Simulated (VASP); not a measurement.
# CdSe (F-43m) in VASP: notebook, part 2 of 3

VASP 6.6.1.

### Step 4. Single point, PBE (volume changed by -3%)

The input, INCAR:

```
SYSTEM = CdSe
PREC = Accurate
ENCUT = 520
EDIFF = 1E-6
ISMEAR = 0
SIGMA = 0.01
LREAL = .FALSE.
LASPH = .TRUE.
NELM = 100
ALGO = Normal
ISIF = 2
LWAVE = .FALSE.
LCHARG = .FALSE.
GGA = PE
NBANDS = 16
```

The input, KPOINTS:

```
Automatic mesh
0
G
  6 6 6
  0 0 0
```

The input, POSCAR:

```
CdSe
1.0
    0.0000000000      3.0669286446      3.0669286446
    3.0669286446      0.0000000000      3.0669286446
    3.0669286446      3.0669286446      0.0000000000
Cd Se
1 1
Direct
    0.0000000000      0.0000000000      0.0000000000
    0.2500000000      0.2500000000      0.2500000000
```

Potentials or basis: VASP PAW PBE potentials, release 64 (Cd, Se).

Launch:

```
$ cat potpaw_PBE.64/Cd/POTCAR potpaw_PBE.64/Se/POTCAR > POTCAR
$ mpirun -np 1 vasp_std > vasp.out
```

OUTCAR:

```text
SYSTEM = CdSe
   PREC = Accurate
   ENCUT = 520
   EDIFF = 1E-6
   ISMEAR = 0
   LREAL = .FALSE.
   LASPH = .TRUE.
   NELM = 100
   ISIF = 2
   GGA = PE

 ion  position               nearest neighbor table
   1  0.000  0.000  0.000-   2 2.66   2 2.66   2 2.66   2 2.66
   2  0.250  0.250  0.250-   1 2.66   1 2.66   1 2.66   1 2.66

  LATTYP: Found a face centered cubic cell.
 ALAT       =     6.1338572892

  Lattice vectors:

 A1 = (   0.0000000000,   3.0669286446,   3.0669286446)
 A2 = (   3.0669286446,   0.0000000000,   3.0669286446)
 A3 = (   3.0669286446,   3.0669286446,   0.0000000000)

Analysis of symmetry for initial positions (statically):
=====================================================================
 Subroutine PRICEL returns:
 Original cell was already a primitive cell.

 Routine SETGRP: Setting up the symmetry group for a
 face centered cubic supercell.

 Subroutine GETGRP returns: Found 24 space group operations
 (whereof 24 operations were pure point group operations)
 out of a pool of 48 trial point group operations.

The static configuration has the point symmetry T_d .

Analysis of symmetry for dynamics (positions and initial velocities):
=====================================================================
 Subroutine PRICEL returns:
 Original cell was already a primitive cell.

 Routine SETGRP: Setting up the symmetry group for a
 face centered cubic supercell.

 Subroutine GETGRP returns: Found 24 space group operations
 (whereof 24 operations were pure point group operations)
 out of a pool of 48 trial point group operations.

The dynamic configuration has the point symmetry T_d .

 Subroutine INISYM returns: Found 24 space group operations
 (whereof 24 operations are pure point group operations),
 and found     1 'primitive' translations

----------------------------------------------------------------------------------------

[... 101 lines left out ...]
   IMIX   =      4    mixing-type and parameters
     AMIX     =   0.40;   BMIX     =  1.00
     AMIX_MAG =   1.60;   BMIX_MAG =  1.00
  volume/ion in A,a.u.               =      28.85       194.67
  Fermi-wavevector in a.u.,A,eV,Ry     =   1.110330  2.098219 16.773701  1.232832
  Thomas-Fermi vector in A             =   2.246880
   LORBIT       =      0    0 simple, 1 ext, 2 COOP (PROOUT), +10 PAW based schemes
   GGA     = PE    functional components
   LHFCALC =     F    Hartree Fock is set to
   AEXX    =    0.0000 exact exchange contribution
   IVDW    =     0    specifies the selected vdW correction
   LEPSILON=     F    determine dielectric tensor
   LRPA    =     F    only Hartree local field effects (RPA)
 non-spin polarized calculation
 Gauss-broadening in eV      SIGMA  =   0.01
  energy-cutoff  :      520.00
  volume of cell :       57.70
 maximum number of plane-waves:      1588
   NGX = 17   NGY = 17   NGZ = 17

 number of electron      18.0000008 magnetization

 Free energy of the ion-electron system (eV)
  ---------------------------------------------------
  ext. energy  EPLUGINS =         0.00000000
  ---------------------------------------------------
  free energy    TOTEN  =        -5.48458045 eV

  energy without entropy =       -5.48458045  energy(sigma->0) =       -5.48458045

 E-fermi :   0.7976     XC(G=0):  -8.7698

 val. band max:        0.7472400846   @ k =   0.0000   0.0000   0.0000
 cond. band min:       1.3016694275   @ k =   0.0000   0.0000   0.0000
 fundamental gap:      0.5544293430
 Fermi energy:         0.7976125425

 k-point     1 :       0.0000    0.0000    0.0000
  band No.  band energies     occupation
      1     -11.7067      2.00000
      2      -7.1085      2.00000
      3      -7.1085      2.00000
      4      -7.1085      2.00000
      5      -6.7610      2.00000
      6      -6.7610      2.00000
[... 281 lines left out ...]
      3      -6.9163      2.00000
      4      -6.8190      2.00000
      5      -6.7350      2.00000
      6      -6.3350      2.00000
[... 8 lines left out ...]
     15      13.4856      0.00000
     16      13.5968      0.00000

------------------------ aborting loop because EDIFF is reached ----------------------------------------

  FORCE on cell =-STRESS in cart. coord.  units (eV):
  Direction    XX          YY          ZZ          XY          YZ          ZX
  --------------------------------------------------------------------------------------
  -------------------------------------------------------------------------------------
  Total        0.6309625      0.6309625      0.6309625      0.0000000      0.0000000     -0.0000000
  in kB       17.5215751     17.5215751     17.5215751      0.0000000      0.0000000     -0.0000000
  external PRESSURE =      17.5215751 kB  Pullay stress =       0.0000000 kB

 VOLUME and BASIS-vectors are now :
 -----------------------------------------------------------------------------
  energy-cutoff  :      520.00
  volume of cell :       57.70
      direct lattice vectors                 reciprocal lattice vectors
     0.000000000  3.066928645  3.066928645    -0.163029551  0.163029551  0.163029551
     3.066928645  0.000000000  3.066928645     0.163029551 -0.163029551  0.163029551
     3.066928645  3.066928645  0.000000000     0.163029551  0.163029551 -0.163029551

 POSITION                                       TOTAL-FORCE (eV/Angst)
 -----------------------------------------------------------------------------------
      0.00000      0.00000      0.00000         0.000000      0.000000      0.000000
      1.53346      1.53346      1.53346        -0.000000     -0.000000     -0.000000
 -----------------------------------------------------------------------------------
    total drift:                               -0.000000     -0.000000     -0.000000

  FREE ENERGIE OF THE ION-ELECTRON SYSTEM (eV)
  ---------------------------------------------------
  free  energy   TOTEN  =        -5.4845804492 eV

  energy  without entropy=       -5.4845804492  energy(sigma->0) =       -5.48458045
```

stdout:

```text
POSCAR found type information on POSCAR CdSe
 POSCAR found :  2 types and       2 ions
 scaLAPACK will be used
 LDA part: xc-table for (Slater+PW92), standard interpolation
 POSCAR, INCAR and KPOINTS ok, starting setup
 FFT: planning ... GRIDC
 FFT: planning ... GRID_SOFT
 FFT: planning ... GRID
 WAVECAR not read
 entering main loop
```

It took 6.6 s on 1 thread of Intel Xeon 6975P-C (Granite Rapids), shared host; peak memory 0.18 GiB.

Results:

```
Free energy            : -5.4846 eV
Pressure               : 1.8 GPa
Band gap on the k mesh : 0.55 eV, direct
```

### Step 5. Single point, PBE (volume changed by +3%)

Changes to INCAR since step 4:

```diff
@@ -8,3 +8,3 @@
 LASPH = .TRUE.
-NELM = 100
+NELM = 60
 ALGO = Normal
```

KPOINTS is that of step 4.

The input, POSCAR:

```
CdSe
1.0
    0.0000000000      3.1289034965      3.1289034965
    3.1289034965      0.0000000000      3.1289034965
    3.1289034965      3.1289034965      0.0000000000
Cd Se
1 1
Direct
    0.0000000000      0.0000000000      0.0000000000
    0.2500000000      0.2500000000      0.2500000000
```

Potentials or basis: VASP PAW PBE potentials, release 64 (Cd, Se).

Launch:

```
$ cat potpaw_PBE.64/Cd/POTCAR potpaw_PBE.64/Se/POTCAR > POTCAR
$ mpirun -np 1 vasp_std > vasp.out
```

OUTCAR:

```text
SYSTEM = CdSe
   PREC = Accurate
   ENCUT = 520
   EDIFF = 1E-6
   ISMEAR = 0
   LREAL = .FALSE.
   LASPH = .TRUE.
   NELM = 60
   ISIF = 2
   GGA = PE

 ion  position               nearest neighbor table
   1  0.000  0.000  0.000-   2 2.71   2 2.71   2 2.71   2 2.71
   2  0.250  0.250  0.250-   1 2.71   1 2.71   1 2.71   1 2.71

  LATTYP: Found a face centered cubic cell.
 ALAT       =     6.2578069930

  Lattice vectors:

 A1 = (   0.0000000000,   3.1289034965,   3.1289034965)
 A2 = (   3.1289034965,   0.0000000000,   3.1289034965)
 A3 = (   3.1289034965,   3.1289034965,   0.0000000000)

Analysis of symmetry for initial positions (statically):
=====================================================================
 Subroutine PRICEL returns:
 Original cell was already a primitive cell.

 Routine SETGRP: Setting up the symmetry group for a
 face centered cubic supercell.

 Subroutine GETGRP returns: Found 24 space group operations
 (whereof 24 operations were pure point group operations)
 out of a pool of 48 trial point group operations.

The static configuration has the point symmetry T_d .

Analysis of symmetry for dynamics (positions and initial velocities):
=====================================================================
 Subroutine PRICEL returns:
 Original cell was already a primitive cell.

 Routine SETGRP: Setting up the symmetry group for a
 face centered cubic supercell.

 Subroutine GETGRP returns: Found 24 space group operations
 (whereof 24 operations were pure point group operations)
 out of a pool of 48 trial point group operations.

The dynamic configuration has the point symmetry T_d .

 Subroutine INISYM returns: Found 24 space group operations
 (whereof 24 operations are pure point group operations),
 and found     1 'primitive' translations

----------------------------------------------------------------------------------------

                                     Primitive cell

  volume of cell :      61.2642

  direct lattice vectors                    reciprocal lattice vectors
     0.000000000  3.128903496  3.128903496    -0.159800390  0.159800390  0.159800390
     3.128903496  0.000000000  3.128903496     0.159800390 -0.159800390  0.159800390
     3.128903496  3.128903496  0.000000000     0.159800390  0.159800390 -0.159800390

  length of vectors
     4.424937760  4.424937760  4.424937760     0.276782395  0.276782395  0.276782395

  position of ions in fractional coordinates (direct lattice)
     0.000000000  0.000000000  0.000000000
     0.250000000  0.250000000  0.250000000

  ion indices of the primitive-cell ions
   primitive index   ion index
                 1           1
                 2           2

----------------------------------------------------------------------------------------

 KPOINTS: Automatic mesh

Automatic generation of k-mesh.
 Grid dimensions read from file:
 generate k-points for:    6    6    6

 Generating k-lattice:

  Cartesian coordinates                     Fractional coordinates (reciprocal lattice)
    -0.026633398  0.026633398  0.026633398     0.166666667  0.000000000  0.000000000
     0.026633398 -0.026633398  0.026633398     0.000000000  0.166666667  0.000000000
     0.026633398  0.026633398 -0.026633398     0.000000000  0.000000000  0.166666667

  Length of vectors
     0.046130399  0.046130399  0.046130399

  Shift w.r.t. Gamma in fractional coordinates (k-lattice)
     0.000000000  0.000000000  0.000000000

 Subroutine IBZKPT returns following result:
 ===========================================

 Found     16 irreducible k-points:

 Following reciprocal coordinates:
            Coordinates               Weight
  0.000000  0.000000  0.000000      1.000000
  0.166667  0.000000  0.000000      8.000000
  0.333333  0.000000  0.000000      8.000000
  0.500000  0.000000  0.000000      4.000000
  0.166667  0.166667  0.000000      6.000000
  0.333333  0.166667  0.000000     24.000000
[... 8 lines left out ...]
 -0.333333  0.333333  0.166667     24.000000
 -0.333333  0.500000  0.166667     12.000000
   k-points           NKPTS =     16   k-points in BZ     NKDIM =     16   number of bands    NBANDS=     16
   number of dos      NEDOS =    301   number of ions     NIONS =      2
   total plane-waves  NPLWV =  46656
   dimension x,y,z NGX =    36 NGY =   36 NGZ =   36
   dimension x,y,z NGXF=    72 NGYF=   72 NGZF=   72
   ions per type =               1   1
   NGX,Y,Z   is equivalent  to a cutoff of  13.53, 13.53, 13.53 a.u.
   NGXF,Y,Z  is equivalent  to a cutoff of  27.05, 27.05, 27.05 a.u.
 SYSTEM =  CdSe
   PREC   = accura    normal or accurate (medium, high low for compatibility)
   ISTART =      0    job   : 0-new  1-cont  2-samecut
   ICHARG =      2    charge: 1-file 2-atom 10-const
   ISPIN  =      1    spin polarized calculation?
   LNONCOLLINEAR =      F non collinear calculations
   LSORBIT =      F    spin-orbit coupling
   LASPH  =      T    aspherical Exc in radial PAW
   ENCUT  =  520.0 eV  38.22 Ry    6.18 a.u.   8.23  8.23  8.23*2*pi/ulx,y,z
   NELM   =     60;   NELMIN=  2; NELMDL= -5     # of ELM steps
   EDIFF  = 0.1E-05   stopping-criterion for ELM
   LREAL  =      F    real-space projection
   EDIFFG = 0.1E-04   stopping-criterion for IOM
   NSW    =      0    number of steps for IOM
   IBRION =     -1    ionic relax: 0-MD 1-quasi-New 2-CG
   NFREE  =      0    steps in history (QN), initial steepest desc. (CG)
   ISIF   =      2    stress and relaxation
   ISYM   =      2    0-nonsym 1-usesym 2-fastsym
   POTIM  = 0.5000    time-step for ionic-motion
   TEBEG  =    0.0;   TEEND  =   0.0 temperature during run
   PSTRESS=    0.0 pullay stress
   NELECT =      18.0000    total number of electrons
   NUPDOWN=      -1.0000    fix difference up-down
   EMIN   =  10.00;   EMAX   =-10.00  energy-range for DOS
   EFERMI =   0.00;   METHOD = LEGACY
   ISMEAR =     0;   SIGMA  =   0.01  broadening in eV -4-tet -1-fermi 0-gaus
   EFERMI_NEDOS =   21; number of points for ismear=-14 and -15
   IALGO  =     38    algorithm
   IMIX   =      4    mixing-type and parameters
     AMIX     =   0.40;   BMIX     =  1.00
     AMIX_MAG =   1.60;   BMIX_MAG =  1.00
  volume/ion in A,a.u.               =      30.63       206.72
  Fermi-wavevector in a.u.,A,eV,Ry     =   1.088337  2.056659 16.115802  1.184478
  Thomas-Fermi vector in A             =   2.224517
   LORBIT       =      0    0 simple, 1 ext, 2 COOP (PROOUT), +10 PAW based schemes
   GGA     = PE    functional components
   LHFCALC =     F    Hartree Fock is set to
   AEXX    =    0.0000 exact exchange contribution
   IVDW    =     0    specifies the selected vdW correction
   LEPSILON=     F    determine dielectric tensor
   LRPA    =     F    only Hartree local field effects (RPA)
 non-spin polarized calculation
 Gauss-broadening in eV      SIGMA  =   0.01
  energy-cutoff  :      520.00
  volume of cell :       61.26
 maximum number of plane-waves:      1676
 NGX is ok and might be reduce to    36
   NGX = 17   NGY = 17   NGZ = 17

 number of electron      18.0000002 magnetization

 Free energy of the ion-electron system (eV)
  ---------------------------------------------------
  ext. energy  EPLUGINS =         0.00000000
  ---------------------------------------------------
  free energy    TOTEN  =        -5.49101705 eV

  energy without entropy =       -5.49101705  energy(sigma->0) =       -5.49101705

 E-fermi :   0.4108     XC(G=0):  -8.5020

 val. band max:        0.3045564666   @ k =   0.0000   0.0000   0.0000
 cond. band min:       0.7338840845   @ k =   0.0000   0.0000   0.0000
 fundamental gap:      0.4293276179
 Fermi energy:         0.4108434866

 k-point     1 :       0.0000    0.0000    0.0000
  band No.  band energies     occupation
      1     -11.8467      2.00000
      2      -7.3844      2.00000
      3      -7.3844      2.00000
      4      -7.3844      2.00000
      5      -7.0947      2.00000
      6      -7.0947      2.00000
[... 8 lines left out ...]
     15      11.2034      0.00000
     16      11.2034      0.00000
[... 267 lines left out ...]
 k-point    16 :      -0.3333    0.5000    0.1667
  band No.  band energies     occupation
      1     -11.4498      2.00000
      2      -7.2320      2.00000
      3      -7.2254      2.00000
      4      -7.1419      2.00000
      5      -7.0723      2.00000
      6      -6.7350      2.00000
[... 8 lines left out ...]
     15      12.7995      0.00000
     16      12.9047      0.00000

------------------------ aborting loop because EDIFF is reached ----------------------------------------

  FORCE on cell =-STRESS in cart. coord.  units (eV):
  Direction    XX          YY          ZZ          XY          YZ          ZX
  --------------------------------------------------------------------------------------
  -------------------------------------------------------------------------------------
  Total       -0.3898823     -0.3898823     -0.3898823      0.0000000      0.0000000     -0.0000000
  in kB      -10.1961833    -10.1961833    -10.1961833      0.0000000      0.0000000     -0.0000000
  external PRESSURE =     -10.1961833 kB  Pullay stress =       0.0000000 kB

 VOLUME and BASIS-vectors are now :
 -----------------------------------------------------------------------------
  energy-cutoff  :      520.00
  volume of cell :       61.26
      direct lattice vectors                 reciprocal lattice vectors
     0.000000000  3.128903496  3.128903496    -0.159800390  0.159800390  0.159800390
     3.128903496  0.000000000  3.128903496     0.159800390 -0.159800390  0.159800390
     3.128903496  3.128903496  0.000000000     0.159800390  0.159800390 -0.159800390

 POSITION                                       TOTAL-FORCE (eV/Angst)
 -----------------------------------------------------------------------------------
      0.00000      0.00000      0.00000         0.000000     -0.000000     -0.000000
      1.56445      1.56445      1.56445        -0.000000      0.000000      0.000000
 -----------------------------------------------------------------------------------
    total drift:                               -0.000000     -0.000000     -0.000000

  FREE ENERGIE OF THE ION-ELECTRON SYSTEM (eV)
  ---------------------------------------------------
  free  energy   TOTEN  =        -5.4910170451 eV

  energy  without entropy=       -5.4910170451  energy(sigma->0) =       -5.49101705
```

OSZICAR:

```text
N       E                     dE             d eps       ncg     rms          rms(c)
DAV:   1     0.113772155618E+03    0.11377E+03   -0.87369E+03   512   0.101E+03
DAV:   2    -0.147871695158E+01   -0.11525E+03   -0.10937E+03   624   0.250E+02
DAV:   3    -0.586419411256E+01   -0.43855E+01   -0.43779E+01   600   0.515E+01
DAV:   4    -0.588418210953E+01   -0.19988E-01   -0.19987E-01   632   0.346E+00
DAV:   5    -0.588431110450E+01   -0.12899E-03   -0.12899E-03   632   0.243E-01    0.521E+00
DAV:   6    -0.551012869236E+01    0.37418E+00   -0.57252E-01   744   0.839E+00    0.426E+00
DAV:   7    -0.548971911188E+01    0.20410E-01   -0.13026E-01   592   0.239E+00    0.190E+00
DAV:   8    -0.549062641971E+01   -0.90731E-03   -0.11604E-02   568   0.125E+00    0.235E-01
DAV:   9    -0.549088753146E+01   -0.26111E-03   -0.12991E-03   624   0.421E-01    0.527E-02
DAV:  10    -0.549096210506E+01   -0.74574E-04   -0.13826E-04   624   0.138E-01    0.458E-02
DAV:  11    -0.549101717206E+01   -0.55067E-04   -0.86778E-05   616   0.568E-02    0.179E-02
DAV:  12    -0.549101704511E+01    0.12695E-06   -0.10456E-06   584   0.953E-03
   1 F= -.54910170E+01 E0= -.54910170E+01  d E =-.679323E-53
```

Run time: 8.9 s. Hardware: 1 thread of Intel Xeon 6975P-C (Granite Rapids), shared host; peak memory 0.2 GiB.

Results:

| Property | Result |
| --- | --- |
| Free energy | -5.4910 eV |
| Pressure | -1.0 GPa |
| Band gap on the k mesh | 0.43 eV, direct |

[end of part 2 of 3]
